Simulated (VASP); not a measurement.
Input of a VASP 6.6.1 run:

File INCAR:

```
SYSTEM = Al
PREC = Accurate ; ENCUT = 520
EDIFF = 1E-6 ; ISMEAR = 0
SIGMA = 0.15 ; LREAL = .FALSE.
LASPH = .TRUE. ; NELM = 100
ALGO = Fast ; ISIF = 2
LWAVE = .FALSE. ; LCHARG = .FALSE.
GGA = PS ; NBANDS = 14
```

File KPOINTS:

```
regular mesh
0
G
  16 16 5
  0 0 0
```

The input POSCAR:

```
Al
1.0
   -1.6063180831      1.6063180831     -1.6063180831
   -1.6063180831     -1.6063180831      1.6063180831
   -0.8031590416      6.2646405243      6.5859041409
Al
4
Direct
   -0.1750000000     -0.2625000000      0.8750000000
    0.4750000000      0.4625000000      0.1250000000
   -0.0750000000     -0.1125000000      0.3750000000
    0.3750000000      0.3125000000      0.6250000000
```

Potentials or basis: VASP PAW PBE potentials, release 64 (Al).

Launch:

```console
$ cat potpaw_PBE.64/Al/POTCAR > POTCAR
$ mpirun -np 1 vasp_std > vasp.out
```

Question: Estimate the pressure.

Answer: 2.2 GPa.

Question: Predict the band gap on the k mesh.

Answer: Zero (bands 6 and 7 overlap by 6.43 eV).

Stress tensor (GPa, compression positive):
```
0.12 1.86 2.20
1.86 2.02 2.53
2.20 2.53 4.47
```

Caveat: the PAW data sets were made with another functional, which shifts forces and pressure a little.
